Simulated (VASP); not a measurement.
# Si (Fd-3m) in VASP: single point with r2SCAN

Aim: the single point of Si with r2SCAN.

Program: VASP 6.6.1. These are calculated values, not measurements. Logs are shortened: lines on timing, memory, paths and dates and some standing lists are left out, and cuts for length are marked.

### Step 1. The cell of the first run

It takes space group Fd-3m (No. 227, cubic). The conventional cell has a = 5.453 Å, b = 5.453 Å, c = 5.453 Å, α = 90.00°, β = 90.00°, γ = 90.00°. Within 3.1 Å of Si (site symmetry -43m) lie 4 Si at 2.36 Å.

### Step 2. Single point, r2SCAN

File POSCAR:

```
Si
1.0
    0.0000000000      2.7262830000      2.7262830000
    2.7262830000      0.0000000000      2.7262830000
    2.7262830000      2.7262830000      0.0000000000
Si
2
Direct
    0.0000000000      0.0000000000      0.0000000000
    0.2500000000      0.2500000000      0.2500000000
```

File INCAR.step1:

```
PREC = Accurate
ENCUT = 520
ISMEAR = 0
SIGMA = 0.097
LREAL = F
LASPH = T
NELM = 100
NBANDS = 11
GGA = PE
ALGO = Normal
EDIFF = 1E-4
LWAVE = T
LCHARG = F
```

File INCAR.step2:

```
PREC = Accurate
ENCUT = 520
EDIFF = 1E-6
ISMEAR = 0
SIGMA = 0.097
LREAL = F
LASPH = T
NELM = 100
ALGO = Normal
ISIF = 2
LWAVE = F
LCHARG = T
METAGGA = R2SCAN
LMIXTAU = T
LELF = T
LVHAR = T
NBANDS = 11
ISTART = 1
```

File KPOINTS:

```
Automatic mesh
0
Gamma
  8 8 8
```

Potentials or basis: VASP PAW PBE potentials, release 64 (Si).

Run with:

```bash
$ cat potpaw_PBE.64/Si/POTCAR > POTCAR
$ cp INCAR.step1 INCAR
$ mpirun -np 1 vasp_std > vasp.out
$ cp INCAR.step2 INCAR
$ mpirun -np 1 vasp_std > vasp.out
```

OUTCAR:

```text
PREC = Accurate
   ENCUT = 520
   EDIFF = 1E-6
   ISMEAR = 0
   LREAL = F
   LASPH = T
   NELM = 100
   ISIF = 2
   METAGGA = R2SCAN
   ISTART = 1

 ion  position               nearest neighbor table
   1  0.000  0.000  0.000-   2 2.36   2 2.36   2 2.36   2 2.36
   2  0.250  0.250  0.250-   1 2.36   1 2.36   1 2.36   1 2.36

  LATTYP: Found a face centered cubic cell.
 ALAT       =     5.4525660000

  Lattice vectors:

 A1 = (   0.0000000000,   2.7262830000,   2.7262830000)
 A2 = (   2.7262830000,   0.0000000000,   2.7262830000)
 A3 = (   2.7262830000,   2.7262830000,   0.0000000000)

Analysis of symmetry for initial positions (statically):
=====================================================================
 Subroutine PRICEL returns:
 Original cell was already a primitive cell.

 Routine SETGRP: Setting up the symmetry group for a
 face centered cubic supercell.

 Subroutine GETGRP returns: Found 48 space group operations
 (whereof 24 operations were pure point group operations)
 out of a pool of 48 trial point group operations.

The static configuration has the point symmetry T_d .
 The point group associated with its full space group is O_h .

Analysis of symmetry for dynamics (positions and initial velocities):
=====================================================================
 Subroutine PRICEL returns:
 Original cell was already a primitive cell.

 Routine SETGRP: Setting up the symmetry group for a
 face centered cubic supercell.

 Subroutine GETGRP returns: Found 48 space group operations
 (whereof 24 operations were pure point group operations)
 out of a pool of 48 trial point group operations.

The dynamic configuration has the point symmetry T_d .
 The point group associated with its full space group is O_h .

 Subroutine INISYM returns: Found 48 space group operations
 (whereof 24 operations are pure point group operations),
 and found     1 'primitive' translations

----------------------------------------------------------------------------------------

                                     Primitive cell

  volume of cell :      40.5268

  direct lattice vectors                    reciprocal lattice vectors
     0.000000000  2.726283000  2.726283000    -0.183399889  0.183399889  0.183399889
     2.726283000  0.000000000  2.726283000     0.183399889 -0.183399889  0.183399889
     2.726283000  2.726283000  0.000000000     0.183399889  0.183399889 -0.183399889
[... 91 lines left out ...]
   ISYM   =      2    0-nonsym 1-usesym 2-fastsym
   POTIM  = 0.5000    time-step for ionic-motion
   TEBEG  =    0.0;   TEEND  =   0.0 temperature during run
   PSTRESS=    0.0 pullay stress
   NELECT =       8.0000    total number of electrons
   NUPDOWN=      -1.0000    fix difference up-down
   EMIN   =  10.00;   EMAX   =-10.00  energy-range for DOS
   EFERMI =   0.00;   METHOD = LEGACY
   ISMEAR =     0;   SIGMA  =   0.10  broadening in eV -4-tet -1-fermi 0-gaus
   EFERMI_NEDOS =   21; number of points for ismear=-14 and -15
   IALGO  =     38    algorithm
   IMIX   =      4    mixing-type and parameters
     AMIX     =   0.40;   BMIX     =  1.00
     AMIX_MAG =   1.60;   BMIX_MAG =  1.00
  volume/ion in A,a.u.               =      20.26       136.74
  Fermi-wavevector in a.u.,A,eV,Ry     =   0.953214  1.801314 12.362492  0.908618
  Thomas-Fermi vector in A             =   2.081849
   LORBIT       =      0    0 simple, 1 ext, 2 COOP (PROOUT), +10 PAW based schemes
   METAGGA = R2SCAN    functional components
   LHFCALC =     F    Hartree Fock is set to
   AEXX    =    0.0000 exact exchange contribution
   IVDW    =     0    specifies the selected vdW correction
   LEPSILON=     F    determine dielectric tensor
   LRPA    =     F    only Hartree local field effects (RPA)
 non-spin polarized calculation
 Gauss-broadening in eV      SIGMA  =   0.10
  energy-cutoff  :      520.00
  volume of cell :       40.53
 maximum number of plane-waves:      1106
 NGX is ok and might be reduce to    30
   NGX = 15   NGY = 15   NGZ = 15

 number of electron       8.0000001 magnetization

 Free energy of the ion-electron system (eV)
  ---------------------------------------------------
  ext. energy  EPLUGINS =         0.00000000
  ---------------------------------------------------
  free energy    TOTEN  =       -17.54661788 eV

  energy without entropy =      -17.54661788  energy(sigma->0) =      -17.54661788

 E-fermi :   6.0115     XC(G=0):  -9.8064

 val. band max:        5.6168110403   @ k =   0.0000   0.0000   0.0000
 cond. band min:       6.4495056911   @ k =   0.3750   0.3750   0.0000
 fundamental gap:      0.8326946508
 Fermi energy:         6.0115136534

 k-point     1 :       0.0000    0.0000    0.0000
  band No.  band energies     occupation
      1      -6.8239      2.00000
      2       5.6168      2.00000
      3       5.6168      2.00000
      4       5.6168      2.00000
      5       8.3695      0.00000
      6       8.3695      0.00000
      7       8.3695      0.00000
      8       9.4576      0.00000
      9      13.7372      0.00000
     10      13.7372      0.00000
     11      14.2633      0.00000
[... 309 lines left out ...]
 k-point    24 :      -0.3750    0.2500    0.1250
  band No.  band energies     occupation
      1      -3.8391      2.00000
      2      -1.4117      2.00000
      3       2.0631      2.00000
      4       3.3739      2.00000
      5       8.9834      0.00000
      6       9.0316      0.00000
      7      11.9199      0.00000
      8      13.1938      0.00000
      9      13.5044      0.00000
     10      16.8287      0.00000
     11      18.0092      0.00000

 [... further k-points ...]

------------------------ aborting loop because EDIFF is reached ----------------------------------------

  FORCE on cell =-STRESS in cart. coord.  units (eV):
  Direction    XX          YY          ZZ          XY          YZ          ZX
  --------------------------------------------------------------------------------------
  -------------------------------------------------------------------------------------
  Total       -0.1692515     -0.1692515     -0.1692515      0.0000000      0.0000000      0.0000000
  in kB       -6.6911411     -6.6911411     -6.6911411      0.0000000      0.0000000      0.0000000
  external PRESSURE =      -6.6911411 kB  Pullay stress =       0.0000000 kB

 VOLUME and BASIS-vectors are now :
 -----------------------------------------------------------------------------
  energy-cutoff  :      520.00
  volume of cell :       40.53
      direct lattice vectors                 reciprocal lattice vectors
     0.000000000  2.726283000  2.726283000    -0.183399889  0.183399889  0.183399889
     2.726283000  0.000000000  2.726283000     0.183399889 -0.183399889  0.183399889
     2.726283000  2.726283000  0.000000000     0.183399889  0.183399889 -0.183399889

 POSITION                                       TOTAL-FORCE (eV/Angst)
 -----------------------------------------------------------------------------------
      0.00000      0.00000      0.00000        -0.000000     -0.000000     -0.000000
      1.36314      1.36314      1.36314         0.000000      0.000000      0.000000
 -----------------------------------------------------------------------------------
    total drift:                               -0.000000     -0.000000     -0.000000

  FREE ENERGIE OF THE ION-ELECTRON SYSTEM (eV)
  ---------------------------------------------------
  free  energy   TOTEN  =       -17.5466178830 eV

  energy  without entropy=      -17.5466178830  energy(sigma->0) =      -17.54661788
```

OUTCAR.step1:

```text
PREC = Accurate
   ENCUT = 520
   ISMEAR = 0
   LREAL = F
   LASPH = T
[... 559 lines left out ...]
 -----------------------------------------------------------------------------------
      0.00000      0.00000      0.00000         0.000000     -0.000000      0.000000
      1.36314      1.36314      1.36314        -0.000000      0.000000     -0.000000
 -----------------------------------------------------------------------------------
    total drift:                               -0.000000     -0.000000     -0.000000

  FREE ENERGIE OF THE ION-ELECTRON SYSTEM (eV)
  ---------------------------------------------------
  free  energy   TOTEN  =       -10.8451642453 eV

  energy  without entropy=      -10.8451642252  energy(sigma->0) =      -10.84516424
```

OSZICAR.step1:

```text
N       E                     dE             d eps       ncg     rms          rms(c)
DAV:   1     0.460536185323E+01    0.46054E+01   -0.30321E+03   638   0.549E+02
DAV:   2    -0.105746652822E+02   -0.15180E+02   -0.14602E+02   872   0.809E+01
DAV:   3    -0.110157084277E+02   -0.44104E+00   -0.43995E+00   828   0.114E+01
DAV:   4    -0.110190133780E+02   -0.33050E-02   -0.33046E-02   785   0.125E+00
DAV:   5    -0.110190431224E+02   -0.29744E-04   -0.29744E-04   815   0.104E-01    0.481E+00
DAV:   6    -0.108989509677E+02    0.12009E+00   -0.67899E-02   722   0.107E+00    0.293E+00
DAV:   7    -0.108436493553E+02    0.55302E-01   -0.13213E-01   716   0.161E+00    0.174E-01
DAV:   8    -0.108449286099E+02   -0.12793E-02   -0.58604E-03   722   0.412E-01    0.799E-02
DAV:   9    -0.108451399200E+02   -0.21131E-03   -0.20444E-04   801   0.870E-02    0.588E-02
DAV:  10    -0.108451642453E+02   -0.24325E-04   -0.20181E-05   449   0.264E-02
   1 F= -.10845164E+02 E0= -.10845164E+02  d E =-.200722E-07
```

It took 73 s on 1 thread of Intel Xeon Platinum 8259CL at 2.50GHz (Skylake/Cascade Lake), shared host; peak memory 0.16 GiB.

Results:

- Free energy: -17.5466 eV
- Pressure: -0.7 GPa
- Band gap on the k mesh: 0.83 eV, indirect (least direct gap 2.75 eV)

Levels at points of the mesh, in eV from the valence-band top:
```tsv
k point	band 1	band 2	band 3	band 4	band 5	band 6	band 7	band 8
(0.00, 0.00, 0.00)	-12.44	0.00	0.00	0.00	2.75	2.75	2.75	3.84
(0.50, 0.00, 0.00)	-10.02	-7.21	-1.26	-1.26	1.84	3.59	3.59	8.32
(0.50, 0.50, 0.00)	-8.12	-8.12	-2.98	-2.98	0.94	0.94	10.77	10.77
```

Caveat: the PAW data sets were made with another functional, which shifts forces and pressure a little.
